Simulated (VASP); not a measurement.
# Mg5CdSe6 (P3m1) in VASP: relaxation of cell and atoms with PBE

Aim: the relaxation of cell and atoms of Mg5CdSe6 with PBE.

All numbers are computed with VASP 6.6.1; they aren't measurements. Logs are shortened: lines on timing, memory, paths and dates and some standing lists are left out, and cuts for length are marked.

### Step 1. The cell of the first run

Symmetry: P3m1, No. 156, trigonal system. The conventional cell has a = 4.265 Å, b = 4.265 Å, c = 20.866 Å, α = 90.00°, β = 90.00°, γ = 120.00°. Within 3.4 Å of Mg (site symmetry 3m) lie 4 Se at 2.60 Å. Mg (site symmetry 3m) has 4 Se at 2.60 Å within 3.4 Å. Within 3.4 Å of Mg (site symmetry 3m) lie 4 Se at 2.60 Å. Within 3.4 Å of Mg (site symmetry 3m) lie 4 Se at 2.59 to 2.60 Å. Within 3.4 Å of Mg (site symmetry 3m) lie 4 Se at 2.60 Å. Within 3.5 Å of Cd (site symmetry 3m) lie 4 Se at 2.65 to 2.67 Å. Within 3.4 Å of Se (site symmetry 3m) lie 4 Mg at 2.60 Å. Within 3.4 Å of Se (site symmetry 3m) lie 4 Mg at 2.60 Å.

### Step 2. Relaxation of cell and atoms, PBE

INCAR reads:

```
  ALGO = Normal
  EDIFF = 1E-7
  EDIFFG = -0.01
  ENCUT = 600
  GGA = PE
  IBRION = 2
  ISIF = 3
  ISMEAR = 0
  LASPH = T
  LCHARG = F
  LREAL = F
  LWAVE = F
  NELM = 60
  NSW = 100
  PREC = Accurate
  SIGMA = 0.02
```

KPOINTS reads:

```
k-points
0
Gamma
  6 6 2
```

POSCAR reads:

```
Mg5CdSe6
1.0
    4.2654673000      0.0000000000      0.0000000000
   -2.1327336000      3.6940030000      0.0000000000
    0.0000000000      0.0000000000     20.8663543000
Mg Cd Se
5 1 6
Direct
    0.3333333000      0.6666667000      0.0012960000
    0.0000000000      0.0000000000      0.1663950000
    0.6666667000      0.3333333000      0.3315060000
    0.3333333000      0.6666667000      0.4963640000
    0.6666667000      0.3333333000      0.8360710000
    0.0000000000      0.0000000000      0.6681580000
    0.3333333000      0.6666667000      0.1257440000
    0.0000000000      0.0000000000      0.2908390000
    0.6666667000      0.3333333000      0.4559660000
    0.3333333000      0.6666667000      0.6207160000
    0.0000000000      0.0000000000      0.7963210000
    0.6666667000      0.3333333000      0.9606240000
```

Potentials or basis: VASP PAW PBE potentials, release 64 (Mg, Cd, Se).

Run with:

```
$ cat potpaw_PBE.64/Mg/POTCAR potpaw_PBE.64/Cd/POTCAR potpaw_PBE.64/Se/POTCAR > POTCAR
$ mpirun -np 1 vasp_std > vasp.out
```

OUTCAR:

```text
EDIFF = 1E-7
   EDIFFG = -0.01
   ENCUT = 600
   GGA = PE
   IBRION = 2
   ISIF = 3
   ISMEAR = 0
   LASPH = T
   LREAL = F
   NELM = 60
   NSW = 100
   PREC = Accurate

 ion  position               nearest neighbor table
   1  0.333  0.667  0.001-   7 2.60  12 2.60  12 2.60  12 2.60
   2  0.000  0.000  0.166-   8 2.60   7 2.60   7 2.60   7 2.60
   3  0.667  0.333  0.332-   9 2.60   8 2.60   8 2.60   8 2.60
   4  0.333  0.667  0.496-  10 2.59   9 2.60   9 2.60   9 2.60
   5  0.667  0.333  0.836-  11 2.60  11 2.60  11 2.60  12 2.60
   6  0.000  0.000  0.668-  10 2.65  10 2.65  10 2.65  11 2.67
   7  0.333  0.667  0.126-   1 2.60   2 2.60   2 2.60   2 2.60
   8  0.000  0.000  0.291-   2 2.60   3 2.60   3 2.60   3 2.60
   9  0.667  0.333  0.456-   3 2.60   4 2.60   4 2.60   4 2.60
  10  0.333  0.667  0.621-   4 2.59   6 2.65   6 2.65   6 2.65
  11  0.000  0.000  0.796-   5 2.60   5 2.60   5 2.60   6 2.67
  12  0.667  0.333  0.961-   5 2.60   1 2.60   1 2.60   1 2.60

  LATTYP: Found a hexagonal cell.
 ALAT       =     4.2654673000
 C/A-ratio  =     4.8919269174

  Lattice vectors:

 A1 = (   4.2654673000,   0.0000000000,   0.0000000000)
 A2 = (  -2.1327336000,   3.6940030000,   0.0000000000)
 A3 = (   0.0000000000,   0.0000000000,  20.8663543000)

Analysis of symmetry for initial positions (statically):
=====================================================================
 Subroutine PRICEL returns:
 Original cell was already a primitive cell.

 Routine SETGRP: Setting up the symmetry group for a
 hexagonal supercell.

 Subroutine GETGRP returns: Found  6 space group operations
 (whereof  6 operations were pure point group operations)
 out of a pool of 24 trial point group operations.

The static configuration has the point symmetry C_3v.

Analysis of symmetry for dynamics (positions and initial velocities):
=====================================================================
 Subroutine PRICEL returns:
 Original cell was already a primitive cell.

 Routine SETGRP: Setting up the symmetry group for a
 hexagonal supercell.

 Subroutine GETGRP returns: Found  6 space group operations
 (whereof  6 operations were pure point group operations)
 out of a pool of 24 trial point group operations.

The dynamic configuration has the point symmetry C_3v.

 Subroutine INISYM returns: Found  6 space group operations
 (whereof  6 operations are pure point group operations),
 and found     1 'primitive' translations

----------------------------------------------------------------------------------------

[... 92 lines left out ...]
   PREC   = accura    normal or accurate (medium, high low for compatibility)
   ISTART =      0    job   : 0-new  1-cont  2-samecut
   ICHARG =      2    charge: 1-file 2-atom 10-const
   ISPIN  =      1    spin polarized calculation?
   LNONCOLLINEAR =      F non collinear calculations
   LSORBIT =      F    spin-orbit coupling
   LASPH  =      T    aspherical Exc in radial PAW
   ENCUT  =  600.0 eV  44.10 Ry    6.64 a.u.   8.52  8.52 41.68*2*pi/ulx,y,z
   NELM   =     60;   NELMIN=  2; NELMDL= -5     # of ELM steps
   EDIFF  = 0.1E-06   stopping-criterion for ELM
   LREAL  =      F    real-space projection
   EDIFFG = -.1E-01   stopping-criterion for IOM
   NSW    =    100    number of steps for IOM
   IBRION =      2    ionic relax: 0-MD 1-quasi-New 2-CG
   NFREE  =      1    steps in history (QN), initial steepest desc. (CG)
   ISIF   =      3    stress and relaxation
   ISYM   =      2    0-nonsym 1-usesym 2-fastsym
   POTIM  = 0.5000    time-step for ionic-motion
   TEBEG  =    0.0;   TEEND  =   0.0 temperature during run
   PSTRESS=    0.0 pullay stress
   NELECT =      58.0000    total number of electrons
   NUPDOWN=      -1.0000    fix difference up-down
   EMIN   =  10.00;   EMAX   =-10.00  energy-range for DOS
   EFERMI =   0.00;   METHOD = LEGACY
   ISMEAR =     0;   SIGMA  =   0.02  broadening in eV -4-tet -1-fermi 0-gaus
   EFERMI_NEDOS =   21; number of points for ismear=-14 and -15
   IALGO  =     38    algorithm
   IMIX   =      4    mixing-type and parameters
     AMIX     =   0.40;   BMIX     =  1.00
     AMIX_MAG =   1.60;   BMIX_MAG =  1.00
  volume/ion in A,a.u.               =      27.40       184.90
  Fermi-wavevector in a.u.,A,eV,Ry     =   0.918151  1.735053 11.469723  0.843001
  Thomas-Fermi vector in A             =   2.043200
   LORBIT       =      0    0 simple, 1 ext, 2 COOP (PROOUT), +10 PAW based schemes
   GGA     = PE    functional components
   LHFCALC =     F    Hartree Fock is set to
   AEXX    =    0.0000 exact exchange contribution
   IVDW    =     0    specifies the selected vdW correction
   LEPSILON=     F    determine dielectric tensor
   LRPA    =     F    only Hartree local field effects (RPA)
 conjugate gradient relaxation of ions
 non-spin polarized calculation
 Gauss-broadening in eV      SIGMA  =   0.02
  energy-cutoff  :      600.00
  volume of cell :      328.78
 maximum number of plane-waves:     11081
 NGX is ok and might be reduce to    36
   NGX = 17   NGY = 17   NGZ = 83

--------------------------------------- Ionic step        1  -------------------------------------------

 number of electron      57.9999993 magnetization

 Free energy of the ion-electron system (eV)
  ---------------------------------------------------
  ext. energy  EPLUGINS =         0.00000000
  ---------------------------------------------------
  free energy    TOTEN  =       -43.06343828 eV

  energy without entropy =      -43.06343828  energy(sigma->0) =      -43.06343828

------------------------ aborting loop because EDIFF is reached ----------------------------------------

  FORCE on cell =-STRESS in cart. coord.  units (eV):
  Direction    XX          YY          ZZ          XY          YZ          ZX
  --------------------------------------------------------------------------------------
  -------------------------------------------------------------------------------------
  Total       -0.0170534     -0.0170534     -0.0051557     -0.0000000      0.0000000     -0.0000000
  in kB       -0.0831019     -0.0831019     -0.0251238     -0.0000000      0.0000000     -0.0000000
  external PRESSURE =      -0.0637759 kB  Pullay stress =       0.0000000 kB
[... 171 lines left out ...]
--------------------------------------- Ionic step        5  -------------------------------------------

 number of electron      57.9999993 magnetization

 Free energy of the ion-electron system (eV)
  ---------------------------------------------------
  ext. energy  EPLUGINS =         0.00000000
  ---------------------------------------------------
  free energy    TOTEN  =       -43.06363763 eV

  energy without entropy =      -43.06363763  energy(sigma->0) =      -43.06363763

 E-fermi :   1.0688     XC(G=0):  -8.1909

 val. band max:        0.9330211649   @ k =   0.0000   0.0000   0.0000
 cond. band min:       2.6010166149   @ k =   0.0000   0.0000   0.0000
 fundamental gap:      1.6679954500
 Fermi energy:         1.0688322524

 k-point     1 :       0.0000    0.0000    0.0000
  band No.  band energies     occupation
      1     -11.1523      2.00000
      2     -11.0376      2.00000
      3     -11.0082      2.00000
      4     -10.8185      2.00000
      5     -10.7257      2.00000
      6     -10.6024      2.00000
[... 574 lines left out ...]
  FREE ENERGIE OF THE ION-ELECTRON SYSTEM (eV)
  ---------------------------------------------------
  free  energy   TOTEN  =       -43.0636376294 eV

  energy  without entropy=      -43.0636376294  energy(sigma->0) =      -43.06363763

 reached required accuracy - stopping structural energy minimisation
```

Run time: 6.8 min. Hardware: 1 thread of Intel Xeon 6975P-C (Granite Rapids), shared host; peak memory 0.66 GiB.

What came out:

```yaml
Free_energy: -43.0636 eV
Energy_gained_by_relaxing: 0.0 meV/atom
Ionic_steps: 5
Pressure_after_relaxing: 0.0 GPa
Largest_force_after_relaxing: 0.008 eV/Å
Band_gap_on_the_k_mesh: 1.67 eV
```

Forces in eV/Å, atoms in the order of the input:
```
Mg   0.000  0.000  0.000
Mg   0.000  0.000 -0.001
Mg   0.000  0.000 -0.001
Mg   0.000  0.000 -0.004
Mg   0.000  0.000  0.003
Cd   0.000  0.000  0.001
Se   0.000  0.000  0.001
Se   0.000  0.000  0.001
Se   0.000  0.000 -0.008
Se   0.000  0.000  0.002
Se   0.000  0.000 -0.002
Se   0.000  0.000  0.008
```

The path:
| step | energy change (eV) | largest force (eV/Å) | pressure (GPa) | volume (Å³) |
| --- | --- | --- | --- | --- |
| 1 | 0.0000 | 0.0379 | -0.01 | 328.78 |
| 2 | -0.0001 | 0.0230 | 0.00 | 328.73 |
| 3 | -0.0002 | 0.0191 | 0.01 | 328.65 |
| 4 | -0.0002 | 0.0130 | 0.00 | 328.72 |
| 5 | -0.0002 | 0.0078 | -0.02 | 328.81 |

Final structure:
```xyz
12
Lattice="4.2654 0.0000 0.0000 -2.1327 3.6940 0.0000 0.0000 0.0000 20.8685" Properties=species:S:1:pos:R:3 pbc="T T T"
Mg    0.0000    2.4626    0.0272
Mg   -2.1327    3.6940    3.4726
Mg    2.1327    1.2313    6.9182
Mg    0.0000    2.4626   10.3556
Mg    2.1327    1.2313   17.4496
Cd    4.2654    0.0000   13.9447
Se    0.0000    2.4626    2.6239
Se    0.0000    0.0000    6.0692
Se    2.1327    1.2313    9.5151
Se    0.0000    2.4626   12.9474
Se    4.2654    0.0000   16.6234
Se    2.1327    1.2313   20.0469
```

Levels at points of the mesh, in eV from the valence-band top:
```csv
k point,band 27,band 28,band 29,band 30,band 31,band 32
"(0.00, 0.00, 0.00)",-0.39,0.00,0.00,1.67,2.69,3.00
"(0.50, 0.00, 0.00)",-1.00,-0.81,-0.72,2.98,3.23,3.58
"(0.00, 0.00, 0.50)",-0.58,0.00,0.00,1.89,2.35,3.16
"(0.50, 0.00, 0.50)",-0.98,-0.94,-0.73,3.13,3.23,3.35
```

A k mesh can miss the band edges.
